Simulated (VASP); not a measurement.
Input of a VASP 6.6.1 run:

Contents of POSCAR:

```
TiAl
1.0
    2.9417694317      0.0000000000      0.0000000000
   -1.4708847158      2.5476473356      0.0000000000
    0.0000000000      0.0000000000      4.7996456439
Ti Al
1 1
Direct
    0.0000000000      0.0000000000      0.0000000000
    0.3333333333      0.6666666667      0.5000000000
```

Contents of INCAR.step1:

```
ALGO = Normal
EDIFF = 1E-4
ENCUT = 520
GGA = PE
ISMEAR = -1
LASPH = T
LCHARG = F
LREAL = F
LWAVE = T
NBANDS = 14
NELM = 100
PREC = Accurate
SIGMA = 0.15
```

Contents of INCAR.step2:

```
ALGO = Normal
EDIFF = 1E-6
ENCUT = 520
ISIF = 2
ISMEAR = -1
ISTART = 1
LASPH = T
LCHARG = F
LMIXTAU = T
LREAL = F
LWAVE = F
METAGGA = R2SCAN
NBANDS = 14
NELM = 100
PREC = Accurate
SIGMA = 0.15
```

KPOINTS

```
k-points
0
Gamma
  12 12 6
```

Potentials or basis: VASP PAW PBE potentials, release 64 (Ti_sv, Al).

Launch:

```bash
$ cat potpaw_PBE.64/Ti_sv/POTCAR potpaw_PBE.64/Al/POTCAR > POTCAR
$ cp INCAR.step1 INCAR
$ mpirun -np 1 vasp_std > vasp.out
$ cp INCAR.step2 INCAR
$ mpirun -np 1 vasp_std > vasp.out
```

What does it give for the pressure?

-8.1 GPa.

Stress tensor (GPa, compression positive):
```
 -6.94   0.00   0.00
  0.00  -6.94   0.00
  0.00   0.00 -10.38
```

Caveat: the PAW data sets were made with another functional, which shifts forces and pressure a little.
